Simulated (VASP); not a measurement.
A run of VASP 6.6.1:

Contents of INCAR:

```
ALGO = Normal
EDIFF = 1E-7
ENCUT = 520
GGA = PE
ISIF = 2
ISMEAR = 0
LASPH = True
LCHARG = True
LELF = True
LREAL = False
LVHAR = True
LWAVE = False
NBANDS = 14
NELM = 60
PREC = Accurate
SIGMA = 0.05
```

Contents of KPOINTS:

```
k-points
0
Gamma
  12 12 12
```

Contents of POSCAR:

```
AsPt
1.0
    0.0000000000      2.8499636890      2.8499636890
    2.8499636890      0.0000000000      2.8499636890
    2.8499636890      2.8499636890      0.0000000000
Pt As
1 1
Direct
    0.0000000000      0.0000000000      0.0000000000
    0.2500000000      0.2500000000      0.2500000000
```

Potentials or basis: VASP PAW PBE potentials, release 64 (Pt, As).

The run is started by

```sh
$ cat potpaw_PBE.64/Pt/POTCAR potpaw_PBE.64/As/POTCAR > POTCAR
$ mpirun -np 1 vasp_std > vasp.out
```

Hardware: 1 thread of Intel(R) Xeon(R) 6975P-C (Granite Rapids), with other jobs on the host.

Task: How long does it take, and how much memory?

Result: It took 29 s on 1 thread of Intel(R) Xeon(R) 6975P-C (Granite Rapids), on a shared host, peak memory 0.2 GiB. Counts: scf iterations 15, k points 72.
